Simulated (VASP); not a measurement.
Runs of VASP 6.6.1 on Ir. The structure is that of space group Cmcm (No. 63), or close to it. The cells are those of the table. 

| cell | k mesh | gap on the mesh (eV) | pressure (GPa) | largest force (eV/Å) |
| --- | --- | --- | --- | --- |
| a = 3.478, b = 3.478, c = 4.418 Å, angles 103.1, 103.1, 135.5°, 2 atoms | 17 × 17 × 10 | none | 2.0 | 0.06 |
| a = 3.612, b = 3.612, c = 4.588 Å, angles 103.1, 103.1, 135.5°, 2 atoms | 17 × 17 × 10 | none | -28.0 | 0.34 |
| a = 3.478, b = 3.478, c = 4.418 Å, angles 103.1, 103.1, 135.5°, 2 atoms | 14 × 14 × 9 | none | 2.0 | (b) |
| a = 3.524, b = 3.524, c = 4.476 Å, angles 103.1, 103.1, 135.5°, 2 atoms | 17 × 17 × 10 | none | (a) | 0.10 |
| a = 3.569, b = 3.569, c = 4.533 Å, angles 103.1, 103.1, 135.5°, 2 atoms | 17 × 17 × 10 | none | -20.3 | 0.23 |

Alike in all rows: task single point; level LDA; potentials or basis VASP PAW LDA potentials, release 64 (Ir); no spin polarisation; cutoff (eV) 520; smearing fermi-dirac 0.1 eV.

Question: Fill in the values left out.

Answer: (a) -10.5; (b) 0.05.

Caveats: spin-orbit coupling is left out, which moves the levels of the heavy elements.

A k mesh can miss the band edges, and the runs leave out spin-orbit coupling on Ir.

A gap of «none» marks levels without a gap at the run's occupations.
